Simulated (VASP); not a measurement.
Input of a VASP 6.6.1 run:

INCAR

```
PREC     = Accurate       # precision mode
ENCUT    = 600            # plane-wave cutoff, eV
EDIFF    = 1E-7           # SCF threshold, eV
ISMEAR   = 0              # smearing method
SIGMA    = 0.05           # smearing width, eV
LREAL    = F              # projectors in reciprocal space
LASPH    = T              # aspherical terms in the spheres
NELM     = 60             # most SCF steps
ALGO     = Normal         # electronic algorithm
ISIF     = 3              # what is computed and relaxed
LWAVE    = F              # write WAVECAR
LCHARG   = F              # write CHGCAR
GGA      = PE             # functional
IBRION   = 2              # ionic algorithm
NSW      = 80             # ionic steps
EDIFFG   = -0.01          # ionic threshold
```

File KPOINTS:

```
Automatic mesh
0
Gamma
  12 12 8
```

POSCAR

```
HfC
1.0
    3.4255396858      0.0000000000      0.0000000000
   -1.7127698429      2.9666043895      0.0000000000
    0.0000000000      0.0000000000      4.7743636847
Hf C
2 2
Direct
    0.0000000000      0.0000000000      0.0000000000
    0.0000000000      0.0000000000      0.5000000000
    0.3333333333      0.6666666667      0.2500000000
    0.6666666667      0.3333333333      0.7500000000
```

Potentials or basis: VASP PAW PBE potentials, release 64 (Hf_pv, C).

The run is started by

```console
$ cat potpaw_PBE.64/Hf_pv/POTCAR potpaw_PBE.64/C/POTCAR > POTCAR
$ mpirun -np 1 vasp_std > vasp.out
```

(1) Estimate the band gap on the k mesh.

(2) Estimate the relaxed cell.

## Answers

(1) zero (bands 14 and 15 overlap by 1.62 eV).

(2) a = 3.262 Å, b = 3.262 Å, c = 5.758 Å, α = 90.00°, β = 90.00°, γ = 120.00°.

Caveat: a cell axis changed by over 15 % at a fixed basis, so the end point is rough; spin-orbit coupling is left out, which moves the levels of the heavy elements.
